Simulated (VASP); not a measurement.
# LaC (P-6m2) in VASP: a series of runs

The runs below take LaC through single point, with r2SCAN.

Everything below comes from runs of VASP 6.6.1. Logs are shortened: lines on timing, memory, paths and dates and some standing lists are left out, and cuts for length are marked.

## Step 1: The cell of the first run

It takes space group P-6m2 (No. 187, hexagonal). Conventional cell: a = 3.773 Å, b = 3.773 Å, c = 3.202 Å, α = 90.00°, β = 90.00°, γ = 120.00°. La (site symmetry -6m2) has 6 C at 2.70 Å and 2 La at 3.20 Å within 3.6 Å. Within 3.6 Å of C (site symmetry -6m2) lie 6 La at 2.70 Å and 2 C at 3.20 Å.

## Step 2: Single point, r2SCAN (19.73 Å³/atom)

POSCAR reads:

```
LaC
1.0
    3.7727348892      0.0000000000      0.0000000000
   -1.8863674446      3.2672842558      0.0000000000
    0.0000000000      0.0000000000      3.2015551545
La C
1 1
Direct
    0.0000000000      0.0000000000      0.0000000000
    0.6666666667      0.3333333333      0.5000000000
```

INCAR.step1 reads:

```
SYSTEM = LaC
  PREC = Accurate
  ENCUT = 520
  ISMEAR = 0
  SIGMA = 0.05
  LREAL = .FALSE.
  LASPH = .TRUE.
  NELM = 60
  NBANDS = 14
  GGA = PE
  ALGO = Normal
  EDIFF = 1E-4
  LWAVE = .TRUE.
  LCHARG = .FALSE.
```

INCAR.step2 reads:

```
SYSTEM = LaC
  PREC = Accurate
  ENCUT = 520
  EDIFF = 1E-6
  ISMEAR = 0
  SIGMA = 0.05
  LREAL = .FALSE.
  LASPH = .TRUE.
  NELM = 60
  ALGO = Normal
  ISIF = 2
  LWAVE = .FALSE.
  LCHARG = .FALSE.
  METAGGA = R2SCAN
  LMIXTAU = .TRUE.
  NBANDS = 14
  ISTART = 1
```

KPOINTS reads:

```
regular mesh
0
G
  10 10 10
  0 0 0
```

Potentials or basis: VASP PAW PBE potentials, release 64 (La, C).

The run is started by

```bash
> cat potpaw_PBE.64/La/POTCAR potpaw_PBE.64/C/POTCAR > POTCAR
> cp INCAR.step1 INCAR
> mpirun -np 1 vasp_std > vasp.out
> cp INCAR.step2 INCAR
> mpirun -np 1 vasp_std > vasp.out
```

OUTCAR:

```text
SYSTEM = LaC
   PREC = Accurate
   ENCUT = 520
   EDIFF = 1E-6
   ISMEAR = 0
   LREAL = .FALSE.
   LASPH = .TRUE.
   NELM = 60
   ISIF = 2
   METAGGA = R2SCAN
   ISTART = 1

 ion  position               nearest neighbor table
   1  0.000  0.000  0.000-   2 2.70   2 2.70   2 2.70   2 2.70   2 2.70   2 2.70
   2  0.667  0.333  0.500-   1 2.70   1 2.70   1 2.70   1 2.70   1 2.70   1 2.70

  LATTYP: Found a hexagonal cell.
 ALAT       =     3.7727348892
 C/A-ratio  =     0.8486032675

  Lattice vectors:

 A1 = (   3.7727348892,   0.0000000000,   0.0000000000)
 A2 = (  -1.8863674446,   3.2672842558,   0.0000000000)
 A3 = (   0.0000000000,   0.0000000000,   3.2015551545)

Analysis of symmetry for initial positions (statically):
=====================================================================
 Subroutine PRICEL returns:
 Original cell was already a primitive cell.

 Routine SETGRP: Setting up the symmetry group for a
 hexagonal supercell.

 Subroutine GETGRP returns: Found 12 space group operations
 (whereof 12 operations were pure point group operations)
 out of a pool of 24 trial point group operations.

The static configuration has the point symmetry D_3h.

Analysis of symmetry for dynamics (positions and initial velocities):
=====================================================================
 Subroutine PRICEL returns:
 Original cell was already a primitive cell.

 Routine SETGRP: Setting up the symmetry group for a
 hexagonal supercell.

 Subroutine GETGRP returns: Found 12 space group operations
 (whereof 12 operations were pure point group operations)
 out of a pool of 24 trial point group operations.

The dynamic configuration has the point symmetry D_3h.

 Subroutine INISYM returns: Found 12 space group operations
 (whereof 12 operations are pure point group operations),
 and found     1 'primitive' translations

----------------------------------------------------------------------------------------

                                     Primitive cell

  volume of cell :      39.4643

  direct lattice vectors                    reciprocal lattice vectors
     3.772734889  0.000000000  0.000000000     0.265059706  0.153032293  0.000000000
    -1.886367445  3.267284256  0.000000000     0.000000000  0.306064585  0.000000000
     0.000000000  0.000000000  3.201555154     0.000000000  0.000000000  0.312348203

  length of vectors
     3.772734889  3.772734889  3.201555154     0.306064585  0.306064585  0.312348203

  position of ions in fractional coordinates (direct lattice)
     0.000000000  0.000000000  0.000000000
     0.666666667  0.333333333  0.500000000

[... 90 lines left out ...]
   EFERMI =   0.00;   METHOD = LEGACY
   ISMEAR =     0;   SIGMA  =   0.05  broadening in eV -4-tet -1-fermi 0-gaus
   EFERMI_NEDOS =   21; number of points for ismear=-14 and -15
   IALGO  =     38    algorithm
   IMIX   =      4    mixing-type and parameters
     AMIX     =   0.40;   BMIX     =  1.00
     AMIX_MAG =   1.60;   BMIX_MAG =  1.00
  volume/ion in A,a.u.               =      19.73       133.16
  Fermi-wavevector in a.u.,A,eV,Ry     =   1.185870  2.240970 19.133714  1.406288
  Thomas-Fermi vector in A             =   2.322055
   LORBIT       =      0    0 simple, 1 ext, 2 COOP (PROOUT), +10 PAW based schemes
   METAGGA = R2SCAN    functional components
   LHFCALC =     F    Hartree Fock is set to
   AEXX    =    0.0000 exact exchange contribution
   IVDW    =     0    specifies the selected vdW correction
   LEPSILON=     F    determine dielectric tensor
   LRPA    =     F    only Hartree local field effects (RPA)
 non-spin polarized calculation
 Gauss-broadening in eV      SIGMA  =   0.05
  energy-cutoff  :      520.00
  volume of cell :       39.46
 maximum number of plane-waves:      1076
 NGX is ok and might be reduce to    28
   NGX = 13   NGY = 13   NGZ = 11

 number of electron      15.0000000 magnetization

 Free energy of the ion-electron system (eV)
  ---------------------------------------------------
  ext. energy  EPLUGINS =         0.00000000
  ---------------------------------------------------
  free energy    TOTEN  =       -38.80156102 eV

  energy without entropy =      -38.79907563  energy(sigma->0) =      -38.80031832

 E-fermi :   7.8245     XC(G=0): -11.0550

 val. band max:        7.8108554496   @ k =   0.5000   0.0000   0.1000
 cond. band min:       7.8350107858   @ k =   0.4000   0.1000   0.2000
 fundamental gap:      0.0241553362
 Fermi energy:         7.8244551518

 k-point     1 :       0.0000    0.0000    0.0000
  band No.  band energies     occupation
      1     -25.1073      2.00000
      2      -7.8678      2.00000
      3      -7.8678      2.00000
      4      -7.2489      2.00000
      5      -1.8795      2.00000
      6       6.7043      2.00000
      7       6.7043      2.00000
      8       7.9853      0.00001
      9       9.2945      0.00000
     10      10.3223      0.00000
     11      11.2713      0.00000
     12      11.2713      0.00000
     13      11.7601      0.00000
     14      11.7601      0.00000
[... 377 lines left out ...]
      1     -24.9243      2.00000
      2      -9.2242      2.00000
      3      -8.2155      2.00000
      4      -7.3706      2.00000
      5      -0.4562      2.00000
      6       5.9206      2.00000
      7       7.6599      2.00000
      8       7.9400      0.00109
      9       9.2468      0.00000
     10      11.0344      0.00000
     11      11.2710      0.00000
     12      11.7247      0.00000
     13      11.8221      0.00000
     14      11.9646      0.00000

 [... further k-points ...]

------------------------ aborting loop because EDIFF is reached ----------------------------------------

  FORCE on cell =-STRESS in cart. coord.  units (eV):
  Direction    XX          YY          ZZ          XY          YZ          ZX
  --------------------------------------------------------------------------------------
  -------------------------------------------------------------------------------------
  Total       -0.0127134     -0.0127134     -0.0850304      0.0000000     -0.0000000     -0.0000000
  in kB       -0.5161411     -0.5161411     -3.4520785      0.0000000     -0.0000000     -0.0000000
  external PRESSURE =      -1.4947869 kB  Pullay stress =       0.0000000 kB

 VOLUME and BASIS-vectors are now :
 -----------------------------------------------------------------------------
  energy-cutoff  :      520.00
  volume of cell :       39.46
      direct lattice vectors                 reciprocal lattice vectors
     3.772734889  0.000000000  0.000000000     0.265059706  0.153032293  0.000000000
    -1.886367445  3.267284256  0.000000000     0.000000000  0.306064585  0.000000000
     0.000000000  0.000000000  3.201555154     0.000000000  0.000000000  0.312348203

 POSITION                                       TOTAL-FORCE (eV/Angst)
 -----------------------------------------------------------------------------------
      0.00000      0.00000      0.00000        -0.000000     -0.000000      0.000000
      1.88637      1.08909      1.60078         0.000000      0.000000      0.000000
 -----------------------------------------------------------------------------------
    total drift:                               -0.000000      0.000000      0.000000

  FREE ENERGIE OF THE ION-ELECTRON SYSTEM (eV)
  ---------------------------------------------------
  free  energy   TOTEN  =       -38.8015610155 eV

  energy  without entropy=      -38.7990756302  energy(sigma->0) =      -38.80031832
```

OSZICAR.step1:

```text
N       E                     dE             d eps       ncg     rms          rms(c)
DAV:   1     0.122733134714E+03    0.12273E+03   -0.53892E+03  2376   0.148E+03
DAV:   2     0.160860428695E+00   -0.12257E+03   -0.11213E+03  2848   0.219E+02
DAV:   3    -0.135682272716E+02   -0.13729E+02   -0.13203E+02  3544   0.106E+02
DAV:   4    -0.141083744766E+02   -0.54015E+00   -0.52754E+00  3992   0.173E+01
DAV:   5    -0.141491335977E+02   -0.40759E-01   -0.40721E-01  3768   0.443E+00    0.588E+00
DAV:   6    -0.130243982904E+02    0.11247E+01   -0.84757E+00  4118   0.144E+01    0.294E+00
DAV:   7    -0.129827851905E+02    0.41613E-01   -0.39091E-01  4110   0.563E+00    0.152E+00
DAV:   8    -0.129847425957E+02   -0.19574E-02   -0.87289E-02  3984   0.303E+00    0.404E-01
DAV:   9    -0.129855227456E+02   -0.78015E-03   -0.16497E-02  4556   0.110E+00    0.199E-01
DAV:  10    -0.129858701804E+02   -0.34743E-03   -0.14674E-03  3974   0.464E-01    0.701E-02
DAV:  11    -0.129858959385E+02   -0.25758E-04   -0.12919E-04  2968   0.148E-01
   1 F= -.12985896E+02 E0= -.12984848E+02  d E =-.209640E-02
```

Wall time 5 min (1 thread of Oxide Virtual Turin-like, shared host); peak memory 0.18 GiB.

What came out:

```
Free energy            : -38.8016 eV
Pressure               : -0.1 GPa
Band gap on the k mesh : zero (an odd number of electrons rules out a gap without spin polarisation)
```

Levels at points of the mesh, in eV from the Fermi level:
```csv
k point,band 5,band 6,band 7,band 8,band 9,band 10,band 11,band 12
"(0.00, 0.00, 0.00)",-9.70,-1.12,-1.12,0.16,1.47,2.50,3.45,3.45
"(0.50, 0.00, 0.00)",-8.31,-1.94,0.21,0.37,0.69,3.23,3.48,3.92
"(0.00, 0.00, 0.50)",-7.47,-2.85,-0.78,-0.78,3.06,3.34,3.34,3.43
"(0.50, 0.00, 0.50)",-9.13,-1.96,-1.82,-1.11,3.43,3.58,3.70,3.87
```

Caveat: the PAW data sets were made with another functional, which shifts forces and pressure a little; spin-orbit coupling is left out, which moves the levels of the heavy elements.

## Step 3: Single point, r2SCAN (20.13 Å³/atom)

This run uses another cell than the first one, of 20.13 Å³/atom.

POSCAR reads:

```
LaC
1.0
    3.8101694430      0.0000000000      0.0000000000
   -1.9050847215      3.2997035303      0.0000000000
    0.0000000000      0.0000000000      3.2017333294
La C
1 1
Direct
    0.0000000000      0.0000000000      0.0000000000
    0.6666666667      0.3333333333      0.5000000000
```

INCAR.step1 reads:

```
ALGO = Normal
EDIFF = 1E-4
ENCUT = 520
GGA = PE
ISMEAR = 0
LASPH = True
LCHARG = False
LREAL = False
LWAVE = True
NBANDS = 14
NELM = 100
PREC = Accurate
SIGMA = 0.05
```

INCAR.step2 reads:

```
ALGO = Normal
EDIFF = 1E-7
ENCUT = 520
ISIF = 2
ISMEAR = 0
ISTART = 1
LASPH = True
LCHARG = True
LELF = True
LMIXTAU = True
LREAL = False
LVHAR = True
LWAVE = False
METAGGA = R2SCAN
NBANDS = 14
NELM = 100
PREC = Accurate
SIGMA = 0.05
```

KPOINTS reads:

```
k-points
0
Gamma
  10 10 10
```

Potentials or basis: VASP PAW PBE potentials, release 64 (La, C).

The run is started by

```bash
> cat potpaw_PBE.64/La/POTCAR potpaw_PBE.64/C/POTCAR > POTCAR
> cp INCAR.step1 INCAR
> mpirun -np 1 vasp_std > vasp.out
> cp INCAR.step2 INCAR
> mpirun -np 1 vasp_std > vasp.out
```

OUTCAR:

```text
EDIFF = 1E-7
   ENCUT = 520
   ISIF = 2
   ISMEAR = 0
   ISTART = 1
   LASPH = True
   LREAL = False
   METAGGA = R2SCAN
   NELM = 100
   PREC = Accurate

 ion  position               nearest neighbor table
   1  0.000  0.000  0.000-   2 2.72   2 2.72   2 2.72   2 2.72   2 2.72   2 2.72
   2  0.667  0.333  0.500-   1 2.72   1 2.72   1 2.72   1 2.72   1 2.72   1 2.72

  LATTYP: Found a hexagonal cell.
 ALAT       =     3.8101694430
 C/A-ratio  =     0.8403125838

  Lattice vectors:

[... 594 lines left out ...]

------------------------ aborting loop because EDIFF is reached ----------------------------------------

  FORCE on cell =-STRESS in cart. coord.  units (eV):
  Direction    XX          YY          ZZ          XY          YZ          ZX
  --------------------------------------------------------------------------------------
  -------------------------------------------------------------------------------------
  Total       -0.4059837     -0.4059837     -0.4213180      0.0000000      0.0000000      0.0000000
  in kB      -16.1590112    -16.1590112    -16.7693485      0.0000000      0.0000000      0.0000000
  external PRESSURE =     -16.3624570 kB  Pullay stress =       0.0000000 kB

 VOLUME and BASIS-vectors are now :
 -----------------------------------------------------------------------------
  energy-cutoff  :      520.00
  volume of cell :       40.25
      direct lattice vectors                 reciprocal lattice vectors
     3.810169443  0.000000000  0.000000000     0.262455519  0.151528765  0.000000000
    -1.905084721  3.299703530  0.000000000     0.000000000  0.303057530  0.000000000
     0.000000000  0.000000000  3.201733329     0.000000000  0.000000000  0.312330821

 POSITION                                       TOTAL-FORCE (eV/Angst)
 -----------------------------------------------------------------------------------
      0.00000      0.00000      0.00000         0.000000     -0.000000      0.000000
      1.90508      1.09990      1.60087        -0.000000      0.000000      0.000000
 -----------------------------------------------------------------------------------
    total drift:                               -0.000000      0.000000      0.000000

  FREE ENERGIE OF THE ION-ELECTRON SYSTEM (eV)
  ---------------------------------------------------
  free  energy   TOTEN  =       -38.7975723236 eV

  energy  without entropy=      -38.7945165304  energy(sigma->0) =      -38.79604443
```

OUTCAR.step1:

```text
EDIFF = 1E-4
   ENCUT = 520
   GGA = PE
   ISMEAR = 0
   LASPH = True
[... 629 lines left out ...]
 -----------------------------------------------------------------------------------
      0.00000      0.00000      0.00000         0.000000      0.000000      0.000000
      1.90508      1.09990      1.60087        -0.000000      0.000000      0.000000
 -----------------------------------------------------------------------------------
    total drift:                                0.000000     -0.000000      0.000000

  FREE ENERGIE OF THE ION-ELECTRON SYSTEM (eV)
  ---------------------------------------------------
  free  energy   TOTEN  =       -12.9798623270 eV

  energy  without entropy=      -12.9769461788  energy(sigma->0) =      -12.97840425
```

OSZICAR.step1:

```text
N       E                     dE             d eps       ncg     rms          rms(c)
DAV:   1     0.119136265890E+03    0.11914E+03   -0.53557E+03  2432   0.146E+03
DAV:   2    -0.104830356426E+01   -0.12018E+03   -0.11041E+03  2920   0.217E+02
DAV:   3    -0.136207641576E+02   -0.12572E+02   -0.12052E+02  3550   0.102E+02
DAV:   4    -0.140856067804E+02   -0.46484E+00   -0.45391E+00  3842   0.162E+01
DAV:   5    -0.141307958519E+02   -0.45189E-01   -0.44887E-01  3896   0.461E+00    0.580E+00
DAV:   6    -0.130206873111E+02    0.11101E+01   -0.85086E+00  4132   0.142E+01    0.291E+00
DAV:   7    -0.129766707174E+02    0.44017E-01   -0.41069E-01  4198   0.569E+00    0.150E+00
DAV:   8    -0.129783695715E+02   -0.16989E-02   -0.83267E-02  3958   0.294E+00    0.399E-01
DAV:   9    -0.129795748029E+02   -0.12052E-02   -0.16559E-02  4526   0.111E+00    0.193E-01
DAV:  10    -0.129798295433E+02   -0.25474E-03   -0.12534E-03  3982   0.398E-01    0.699E-02
DAV:  11    -0.129798623270E+02   -0.32784E-04   -0.11197E-04  2854   0.129E-01
   1 F= -.12979862E+02 E0= -.12978404E+02  d E =-.291615E-02
```

Run time: 5.4 min. Hardware: 1 thread of Oxide Virtual Turin-like, shared host; peak memory 0.18 GiB.

What came out:

| Quantity | Value |
| --- | --- |
| Free energy | -38.7976 eV |
| Pressure | -1.6 GPa |
| Band gap on the k mesh | zero (an odd number of electrons rules out a gap without spin polarisation) |

Caveat: the PAW data sets were made with another functional, which shifts forces and pressure a little; spin-orbit coupling is left out, which moves the levels of the heavy elements.

The gap in the log of VASP goes by the Fermi energy; the results here count the filled bands.